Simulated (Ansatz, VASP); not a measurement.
# Na in VASP and in Ansatz

```
Na
1.0
    -2.09611    2.09611    2.09611
     2.09611   -2.09611    2.09611
     2.09611    2.09611   -2.09611
Na
1
Direct
  0.00000 0.00000 0.00000
```

Change from the starting cell: volume scaled by 0.97.

Alike in both runs: task single point; functional PBE; k mesh 12 × 12 × 12; occupations fermi-dirac, width 0.05 eV; no spin polarisation.

|  | VASP | Ansatz |
| --- | --- | --- |
| version | VASP 6.6.1 | Ansatz 0.2.0 |
| potentials or method | VASP PAW PBE potentials, release 64 (Na_pv), cutoff 500 eV | all-electron LAPW, scalar-relativistic |

|  | VASP | Ansatz | Ansatz less VASP |
| --- | --- | --- | --- |
| pressure (GPa) | 0.0 | 0.0 | +0.05 |

Ansatz ran all-electron here, and VASP with PAW potentials.
